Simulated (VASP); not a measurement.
Ge: single point with PBEsol

Ge:

```
Ge
1.0
     0.00000    2.79054    2.79054
     2.79054    0.00000    2.79054
     2.79054    2.79054    0.00000
Ge
2
Direct
  0.50000 0.50000 0.50000
  0.75000 0.75000 0.75000
```

```yaml
Program: VASP 6.6.1
Task: single point
Functional: PBEsol
Potentials_or_basis: VASP PAW PBE potentials, release 64 (Ge_d)
Cutoff: 520 eV
k_mesh: 11 × 11 × 11
Occupations: fermi-dirac, width 0.05 eV
Spin: no spin polarisation
Dipole_correction: no
Further_INCAR_settings: ALGO = Normal; EDIFF = 1e-06; NBANDS = 21
```

The pressure is 3.7 GPa. The band gap on the k mesh is 0.27 eV (least direct gap 0.37 eV).

Levels at points of the mesh, in eV from the valence-band top:
```tsv
k point	band 11	band 12	band 13	band 14	band 15	band 16	band 17	band 18
(0.00, 0.00, 0.00)	-13.12	0.00	0.00	0.00	0.37	2.55	2.55	2.55
```

It took 67 s on 1 thread of Intel Xeon 8259CL, on a shared host, peak memory 0.19 GiB.

Caveat: the cell stands under pressure; the PAW data sets were made with another functional, which shifts forces and pressure a little; an odd mesh through Γ misses points on the zone boundary, where band edges can lie.
